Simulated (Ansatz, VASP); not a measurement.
WSe2: VASP beside Ansatz

INCAR

```
PREC = Accurate ; ENCUT = 520
EDIFF = 1E-8 ; ISMEAR = -1
SIGMA = 0.08 ; LREAL = False
LASPH = True ; NELM = 80
ALGO = Normal ; ISIF = 2
LWAVE = False ; LCHARG = False
GGA = PS ; LEFG = True
NBANDS = 35
```

Contents of KPOINTS:

```
regular mesh
0
Gamma
  11 11 3
```

The input POSCAR:

```
WSe2
1.0
    3.3117871547      0.0000000000      0.0000000000
   -1.6558935773      2.8680918078      0.0000000000
    0.0000000000      0.0000000000     13.0558965430
W Se
2 4
Direct
    0.3333333333      0.6666666667      0.2500000000
    0.6666666667      0.3333333333      0.7500000000
    0.3333333333      0.6666666667      0.6210000000
    0.6666666667      0.3333333333      0.1210000000
    0.3333333333      0.6666666667      0.8790000000
    0.6666666667      0.3333333333      0.3790000000
```

Input for Ansatz:

```yaml
crystal:
  lattice:
    - [3.3117871547, 0.0, 0.0]
    - [-1.6558935773, 2.8680918078, 0.0]
    - [0.0, 0.0, 13.055896543]
  atoms:
    - { symbol: W, position: [0.3333333333, 0.6666666667, 0.25] }
    - { symbol: W, position: [0.6666666667, 0.3333333333, 0.75] }
    - { symbol: Se, position: [0.3333333333, 0.6666666667, 0.621] }
    - { symbol: Se, position: [0.6666666667, 0.3333333333, 0.121] }
    - { symbol: Se, position: [0.3333333333, 0.6666666667, 0.879] }
    - { symbol: Se, position: [0.6666666667, 0.3333333333, 0.379] }
kpoints:
  mp_grid: { grid: [11, 11, 3] }
scf:
  occupations: { method: fermi_dirac, width: 0.08 }
hamiltonian:
  xc: pbesol
  pseudopotentials: { kind: all_electron, datasets: crystal }
output:
  forces: true
  stress: true
  eigenvalues: true
  efg: { contact_densities: true }
```

Change from the starting cell: volume scaled by 1.02, crystal datasets.

Alike in both runs: task electric field gradients; functional PBEsol; k mesh 11 × 11 × 3; occupations fermi-dirac, width 0.08 eV; no spin polarisation.

|  | VASP | Ansatz |
| --- | --- | --- |
| version | VASP 6.6.1 | Ansatz 0.2.0 |
| potentials or method | VASP PAW PBE potentials, release 64 (W_sv, Se), cutoff 520 eV | all-electron PAW with datasets made for the crystal, scalar-relativistic |

VASP gave:

```
pressure (GPa)                                                : -3.5
traceless stress, the component that is largest in VASP (GPa) : 0.48
rms of the force components (eV/Å)                            : 0.184
size of Vzz on the site where it differs most (V/Å²)          : 148.5
```

Estimate Ansatz's values.

pressure (GPa): -3.8; traceless stress, the component that is largest in VASP (GPa): 0.39; rms of the force components (eV/Å): 0.207; size of Vzz on the site where it differs most (V/Å²): 161.7.

VASP's potentials were made for PBE, not for PBEsol. Atom by atom the forces differ by 0.023 eV/Å (rms over components). Ansatz ran all-electron here, and VASP with PAW potentials.

Neither program's run includes spin-orbit coupling.
